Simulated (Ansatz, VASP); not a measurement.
Two plane-wave programs on Br

Contents of INCAR:

```
ALGO = Normal
EDIFF = 1E-6
ENCUT = 520
ISIF = 2
ISMEAR = 0
LASPH = True
LCHARG = True
LELF = True
LREAL = False
LVHAR = True
LWAVE = False
NBANDS = 22
NELM = 60
PREC = Accurate
SIGMA = 0.01
```

File KPOINTS:

```
k-points
0
Gamma
  6 6 4
```

File POSCAR:

```
Br
1.0
    3.3632500000     -2.3225500000      0.0000000000
    3.3632500000      2.3225500000      0.0000000000
    0.0000000000      0.0000000000      8.7023000000
Br
4
Direct
    0.3651000000      0.6349000000      0.3901000000
    0.1349000000      0.8651000000      0.8901000000
    0.6349000000      0.3651000000      0.6099000000
    0.8651000000      0.1349000000      0.1099000000
```

File input.yaml:

```yaml
crystal:
  lattice:
    - [3.36325, -2.32255, 0.0]
    - [3.36325, 2.32255, 0.0]
    - [0.0, 0.0, 8.7023]
  atoms:
    - { symbol: Br, position: [0.3651, 0.6349, 0.3901] }
    - { symbol: Br, position: [0.1349, 0.8651, 0.8901] }
    - { symbol: Br, position: [0.6349, 0.3651, 0.6099] }
    - { symbol: Br, position: [0.8651, 0.1349, 0.1099] }
kpoints:
  mp_grid: { grid: [6, 6, 4] }
  band_path:
    path:
      - [0.0, 0.0, 0.0]
      - [0.5, 0.5, 0.0]
      - [0.3692207505, 0.6307792495, 0.0]
      - [-0.3692207505, 0.3692207505, 0.0]
      - [0.0, 0.0, 0.5]
      - [-0.3692207505, 0.3692207505, 0.5]
      - [0.3692207505, 0.6307792495, 0.5]
      - [0.5, 0.5, 0.5]
      - [0.0, 0.5, 0.0]
      - [0.0, 0.5, 0.5]
      - [-0.0625, 0.0625, 0.0]
      - [-0.0738441501, 0.0738441501, 0.0]
    npoints: 1
hamiltonian:
  xc: lda
scf:
  occupations: { method: fixed }
  n_extra_bands: 5
output:
  forces: true
  stress: true
  eigenvalues: true
```

Alike in both runs: functional LDA; k mesh 6 × 6 × 4; no spin polarisation.

```csv
,VASP,Ansatz
version,VASP 6.6.1,Ansatz 0.2.0
potentials or method,"VASP PAW LDA potentials, release 64 (Br)",Ansatz PAW
plane-wave cutoff (eV),520,420
occupations,"gaussian, width 0.01 eV",fixed
valence electrons in the cell,28,28
task,single point,band structure
```

|  | VASP | Ansatz | Ansatz less VASP |
| --- | --- | --- | --- |
| gap on the k mesh at the Fermi level (eV) | 1.74 | 1.74 | 0.000 |
| least direct gap on the mesh (eV) | 1.77 | 1.77 | 0.000 |
| pressure (GPa) | -1.2 | -1.2 | -0.05 |
| traceless stress, the component that is largest in VASP (GPa) | -0.69 | -0.69 | +0.005 |
| rms of the force components (eV/Å) | 0.420 | 0.401 | -0.0190 |

LDA's correlation is that of Perdew and Zunger in VASP and of Perdew and Wang (1992) in Ansatz. Atom by atom the forces differ by 0.019 eV/Å (rms over components).
